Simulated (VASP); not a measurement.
# Ta3H in VASP: a series of runs, part 2 of 2

VASP 6.6.1. The steps go on from the part before.

### Step 3. Single point, PBE, collinear spin, ferromagnetic start

The input, INCAR:

```
ALGO     = Normal         # electronic algorithm
DIPOL    = 0.5 0.5 0.325
EDIFF    = 1E-6           # SCF threshold, eV
ENCUT    = 520            # plane-wave cutoff, eV
GGA      = PE             # functional
IDIPOL   = 3            
ISIF     = 2              # what is computed and relaxed
ISMEAR   = 0              # smearing method
ISPIN    = 2              # spin polarisation
LASPH    = True           # aspherical terms in the spheres
LCHARG   = False          # write CHGCAR
LDIPOL   = True         
LMAXMIX  = 4              # l up to which the mixer works
LORBIT   = 11             # projections on sites
LREAL    = False          # projectors in reciprocal space
LWAVE    = False          # write WAVECAR
MAGMOM   = 0 0 0 1        # initial moments
NBANDS   = 29             # bands
NELM     = 150            # most SCF steps
PREC     = Accurate       # precision mode
SIGMA    = 0.1            # smearing width, eV
```

The input, KPOINTS:

```
k-points
0
Gamma
  10 10 1
```

The input, POSCAR:

```
Ta3H
1.0
    2.8743098520      0.0000000000      0.0000000000
   -0.9581032840      2.7099253168      0.0000000000
    0.0000000000      0.0000000000     21.5266897253
Ta H
3 1
Direct
    0.5000000000      0.5000000000      0.1858158431
    0.0000000000      0.0000000000      0.2909732295
    0.5000000000      0.5000000000      0.3960985100
    1.0000000000      1.0000000000      0.4281517429
```

Potentials or basis: VASP PAW PBE potentials, release 64 (Ta_pv, H).

On the command line:

```
$ cat potpaw_PBE.64/Ta_pv/POTCAR potpaw_PBE.64/H/POTCAR > POTCAR
$ mpirun -np 1 vasp_std > vasp.out
```

OUTCAR:

```text
EDIFF = 1E-6
   ENCUT = 520
   GGA = PE
   ISIF = 2
   ISMEAR = 0
   ISPIN = 2
   LASPH = True
   LORBIT = 11
   LREAL = False
   NELM = 150
   PREC = Accurate

 ion  position               nearest neighbor table
   1  0.500  0.500  0.186-   2 2.81   2 2.81   2 3.26   2 3.26
   2  0.000  0.000  0.291-   3 2.81   3 2.81   1 2.81   1 2.81   3 3.26   3 3.26   1 3.26   1 3.26

   3  0.500  0.500  0.396-   4 1.80   4 1.80   2 2.81   2 2.81   2 3.26   2 3.26
   4  0.000  0.000  0.428-   3 1.80   3 1.80

  LATTYP: Found a base centered orthorhombic cell.
 ALAT       =     3.3189671336
 B/A-ratio  =     1.4142135624
 C/A-ratio  =     6.4859604988

  Lattice vectors:

 A1 = (   2.8743098520,   0.0000000000,   0.0000000000)
 A2 = (  -0.9581032840,   2.7099253168,   0.0000000000)
 A3 = (   0.0000000000,   0.0000000000,  21.5266897253)

Analysis of symmetry for initial positions (statically):
=====================================================================
 Subroutine PRICEL returns:
 Original cell was already a primitive cell.

 Routine SETGRP: Setting up the symmetry group for a
 base centered orthorhombic supercell.

 Subroutine GETGRP returns: Found  4 space group operations
 (whereof  4 operations were pure point group operations)
 out of a pool of  8 trial point group operations.

The static configuration has the point symmetry C_2v.

Analysis of symmetry for dynamics (positions and initial velocities):
=====================================================================
 Subroutine PRICEL returns:
 Original cell was already a primitive cell.

 Routine SETGRP: Setting up the symmetry group for a
 base centered orthorhombic supercell.

 Subroutine GETGRP returns: Found  4 space group operations
 (whereof  4 operations were pure point group operations)
 out of a pool of  8 trial point group operations.

The dynamic configuration has the point symmetry C_2v.

Analysis of structural, dynamic, and magnetic symmetry:
=====================================================================
 Subroutine PRICEL returns:
 Original cell was already a primitive cell.

 Routine SETGRP: Setting up the symmetry group for a
 base centered orthorhombic supercell.

 Subroutine GETGRP returns: Found  4 space group operations
 (whereof  4 operations were pure point group operations)
 out of a pool of  8 trial point group operations.

The overall configuration has the point symmetry C_2v.

 Subroutine INISYM returns: Found  4 space group operations
 (whereof  4 operations are pure point group operations),
 and found     1 'primitive' translations

----------------------------------------------------------------------------------------

                                     Primitive cell

  volume of cell :     167.6749

  direct lattice vectors                    reciprocal lattice vectors
     2.874309852  0.000000000  0.000000000     0.347909603  0.123004620  0.000000000
    -0.958103284  2.709925317  0.000000000     0.000000000  0.369013859  0.000000000
     0.000000000  0.000000000 21.526689725     0.000000000  0.000000000  0.046453961

  length of vectors
     2.874309852  2.874309852 21.526689725     0.369013859  0.369013859  0.046453961

  position of ions in fractional coordinates (direct lattice)
     0.500000000  0.500000000  0.185815843
     0.000000000  0.000000000  0.290973229
     0.500000000  0.500000000  0.396098510
[... 88 lines left out ...]
   POTIM  = 0.5000    time-step for ionic-motion
   TEBEG  =    0.0;   TEEND  =   0.0 temperature during run
   PSTRESS=    0.0 pullay stress
   NELECT =      34.0000    total number of electrons
   NUPDOWN=      -1.0000    fix difference up-down
   EMIN   =  10.00;   EMAX   =-10.00  energy-range for DOS
   EFERMI =   0.00;   METHOD = LEGACY
   ISMEAR =     0;   SIGMA  =   0.10  broadening in eV -4-tet -1-fermi 0-gaus
   EFERMI_NEDOS =   21; number of points for ismear=-14 and -15
   IALGO  =     38    algorithm
   IMIX   =      4    mixing-type and parameters
     AMIX     =   0.40;   BMIX     =  1.00
     AMIX_MAG =   1.60;   BMIX_MAG =  1.00
  volume/ion in A,a.u.               =      41.92       282.88
  Fermi-wavevector in a.u.,A,eV,Ry     =   0.961786  1.817512 12.585827  0.925032
  Thomas-Fermi vector in A             =   2.091188
   LORBIT       =     11    0 simple, 1 ext, 2 COOP (PROOUT), +10 PAW based schemes
   GGA     = PE    functional components
   LHFCALC =     F    Hartree Fock is set to
   AEXX    =    0.0000 exact exchange contribution
   IVDW    =     0    specifies the selected vdW correction
   LEPSILON=     F    determine dielectric tensor
   LRPA    =     F    only Hartree local field effects (RPA)
 spin polarized calculation
 Gauss-broadening in eV      SIGMA  =   0.10
  energy-cutoff  :      520.00
  volume of cell :      167.67
 maximum number of plane-waves:      4567
 NGX is ok and might be reduce to    24
   NGX = 11   NGY = 11   NGZ = 81

 dipolmoment           0.000000      0.000000      0.028269 electrons x Angstroem

 number of electron      33.9999997 magnetization       0.0000123

 dipolmoment           0.000000      0.000000     -0.029844 electrons x Angstroem

 Free energy of the ion-electron system (eV)
  ---------------------------------------------------
  ext. energy  EPLUGINS =         0.00000000
  ---------------------------------------------------
  free energy    TOTEN  =       -36.98637802 eV

  energy without entropy =      -36.96675836  energy(sigma->0) =      -36.97656819

 E-fermi :  -0.8651     XC(G=0):  -5.1049

 val. band max:       -0.8744694302   @ k =   0.4000   0.3000   0.0000
 cond. band min:      -0.8631293258   @ k =  -0.1000   0.1000   0.0000
 fundamental gap:      0.0113401044
 Fermi energy:        -0.8650597195

 spin component 1

 k-point     1 :       0.0000    0.0000    0.0000
  band No.  band energies     occupation
      1     -35.3412      1.00000
      2     -35.0353      1.00000
      3     -34.6346      1.00000
      4     -34.5433      1.00000
      5     -34.3484      1.00000
      6     -34.3313      1.00000
[... 757 lines left out ...]
     28       7.8152      0.00000
     29       8.1940      0.00000

 [... further k-points ...]

 spin component 2

 k-point     1 :       0.0000    0.0000    0.0000
  band No.  band energies     occupation
      1     -35.3412      1.00000
      2     -35.0353      1.00000
      3     -34.6346      1.00000
      4     -34.5433      1.00000
      5     -34.3484      1.00000
      6     -34.3313      1.00000
[... 757 lines left out ...]
     28       7.8152      0.00000
     29       8.1940      0.00000

 [... further k-points ...]

------------------------ aborting loop because EDIFF is reached ----------------------------------------

 vacuum level on the upper side and lower side of the slab       (xc-potential included)        -0.389         0.350

  FORCE on cell =-STRESS in cart. coord.  units (eV):
  Direction    XX          YY          ZZ          XY          YZ          ZX
  --------------------------------------------------------------------------------------
  -------------------------------------------------------------------------------------
  Total       -1.0829326      0.1561889      2.1576592      1.7523823      0.0000000      0.0000000
  in kB      -10.3477002      1.4924249     20.6169907     16.7444656      0.0000000      0.0000000
  external PRESSURE =       3.9205718 kB  Pullay stress =       0.0000000 kB

 VOLUME and BASIS-vectors are now :
 -----------------------------------------------------------------------------
  energy-cutoff  :      520.00
  volume of cell :      167.67
      direct lattice vectors                 reciprocal lattice vectors
     2.874309852  0.000000000  0.000000000     0.347909603  0.123004620  0.000000000
    -0.958103284  2.709925317  0.000000000     0.000000000  0.369013859  0.000000000
     0.000000000  0.000000000 21.526689725     0.000000000  0.000000000  0.046453961

 POSITION                                       TOTAL-FORCE (eV/Angst)
 -----------------------------------------------------------------------------------
      0.95810      1.35496      4.00000         0.000000      0.000000      0.046202
      0.00000      0.00000      6.26369         0.000000      0.000000     -0.683033
      0.95810      1.35496      8.52669        -0.000000      0.000000     -0.598372
      0.00000      0.00000      9.21669         0.000000      0.000000      1.235203
 -----------------------------------------------------------------------------------
    total drift:                                0.000000      0.000000      0.000073

  FREE ENERGIE OF THE ION-ELECTRON SYSTEM (eV)
  ---------------------------------------------------
  free  energy   TOTEN  =       -36.9863780233 eV

  energy  without entropy=      -36.9667583625  energy(sigma->0) =      -36.97656819

 vacuum level on the upper side and lower side of the slab         3.101         3.792

 total charge

# of ion       s       p       d       tot
------------------------------------------
    1        0.376   6.094   2.377   8.847
    2        0.372   6.192   2.377   8.941
    3        0.345   6.166   2.485   8.996
    4        0.579   0.025   0.000   0.604
--------------------------------------------------
tot          1.673  18.477   7.239  27.389

 magnetization (x)

# of ion       s       p       d       tot
------------------------------------------
    1        0.000   0.000   0.000   0.000
    2       -0.000   0.000   0.000   0.000
    3       -0.000  -0.000  -0.000  -0.000
    4        0.000  -0.000   0.000   0.000
--------------------------------------------------
tot          0.000  -0.000  -0.000  -0.000
```

It took 7.5 min on 1 thread of Intel Xeon Platinum 8488C (Sapphire Rapids), shared host; peak memory 0.5 GiB.

Results:

```
Free energy                                           : -36.9864 eV
Largest force                                         : 1.235 eV/Å
Band gap on the k mesh                                : zero (filled and empty bands overlap)
Net moment                                            : 0.00 μB per cell
Valence electrons inside the program's atomic spheres : Ta 8.85, 8.94, 9.00; H 0.60
```

Forces in eV/Å, atoms in the order of the input:
```
Ta   0.000  0.000  0.046
Ta   0.000  0.000 -0.683
Ta   0.000  0.000 -0.598
H    0.000  0.000  1.235
```

Levels at points of the mesh, in eV from the Fermi level:
Spin up:
| k point | band 13 | band 14 | band 15 | band 16 | band 17 | band 18 | band 19 | band 20 | band 21 | band 22 |
| --- | --- | --- | --- | --- | --- | --- | --- | --- | --- | --- |
| (0.00, 0.00, 0.00) | -1.59 | -1.32 | -0.82 | -0.48 | 0.26 | 0.36 | 0.74 | 0.93 | 1.95 | 3.01 |
| (0.50, 0.00, 0.00) | -3.18 | -1.52 | -1.48 | -1.00 | -0.29 | 1.11 | 2.39 | 3.18 | 3.50 | 3.51 |
| (0.50, 0.50, 0.00) | -3.32 | -1.75 | -1.22 | 0.86 | 0.97 | 1.57 | 2.14 | 2.29 | 3.24 | 4.42 |
Spin down:
```tsv
k point	band 14	band 15	band 16	band 17	band 18	band 19	band 20	band 21
(0.00, 0.00, 0.00)	-1.32	-0.82	-0.48	0.26	0.36	0.74	0.93	1.95
(0.50, 0.00, 0.00)	-1.52	-1.48	-1.00	-0.29	1.11	2.39	3.18	3.50
(0.50, 0.50, 0.00)	-1.75	-1.22	0.86	0.97	1.57	2.14	2.29	3.24
```

Caveat: spin-orbit coupling is left out, which moves the levels of the heavy elements.

### Step 4. Single point, PBE, collinear spin, ferromagnetic start

The input, INCAR:

```
  PREC = Accurate
  ENCUT = 520
  EDIFF = 1E-6
  ISMEAR = 0
  SIGMA = 0.1
  LREAL = False
  LASPH = True
  NELM = 150
  ALGO = Normal
  ISIF = 2
  LWAVE = False
  LCHARG = True
  ISPIN = 2
  MAGMOM = 0 0 0 1
  LORBIT = 11
  LMAXMIX = 4
  LDIPOL = True
  IDIPOL = 3
  DIPOL = 0.5 0.5 0.334
  GGA = PE
  LELF = True
  LVHAR = True
  LVACPOTAV = True
  NBANDS = 29
```

The input, KPOINTS:

```
Automatic mesh
0
Gamma
  10 10 1
```

Edit POSCAR of step 3 so:

```diff
@@ -11,2 +11,2 @@
     0.5000000000      0.5000000000      0.3960985100
-    1.0000000000      1.0000000000      0.4281517429
+    0.5000000000      0.5000000000      0.4625276739
```

On the command line:

```
$ cat potpaw_PBE.64/Ta_pv/POTCAR potpaw_PBE.64/H/POTCAR > POTCAR
$ mpirun -np 1 vasp_std > vasp.out
```

Wall time 5.2 min (1 thread of Intel Xeon Platinum 8559C (Emerald Rapids), shared host); peak memory 0.49 GiB.

Results (log left out):

```yaml
Free_energy: -34.8246 eV
Largest_force: 8.553 eV/Å
Band_gap_on_the_k_mesh: zero (filled and empty bands overlap)
Net_moment: 0.00 μB per cell
Valence_electrons_inside_the_program's_atomic_spheres: Ta 8.85, 8.97, 9.15; H 0.70
```

Forces in eV/Å, atoms in the order of the input:
```
Ta   0.000  0.000  0.162
Ta   0.000  0.000 -0.993
Ta   0.000  0.000 -7.722
H    0.000  0.000  8.553
```

Levels at points of the mesh, in eV from the Fermi level:
Spin up:
```tsv
k point	band 14	band 15	band 16	band 17	band 18	band 19	band 20	band 21
(0.00, 0.00, 0.00)	-1.64	-0.78	-0.40	0.21	0.49	0.92	1.12	3.15
(0.50, 0.00, 0.00)	-1.59	-1.44	-1.23	0.50	0.56	1.56	3.03	3.36
(0.50, 0.50, 0.00)	-2.20	-1.75	-1.25	1.14	1.17	2.45	2.47	3.39
```
Spin down:
```
           k point  band 14  band 15  band 16  band 17  band 18  band 19  band 20  band 21
(0.00, 0.00, 0.00)    -1.64    -0.78    -0.40     0.21     0.49     0.92     1.12     3.15
(0.50, 0.00, 0.00)    -1.59    -1.44    -1.23     0.50     0.56     1.56     3.03     3.36
(0.50, 0.50, 0.00)    -2.20    -1.75    -1.25     1.14     1.17     2.45     2.47     3.39
```

Caveat: spin-orbit coupling is left out, which moves the levels of the heavy elements.
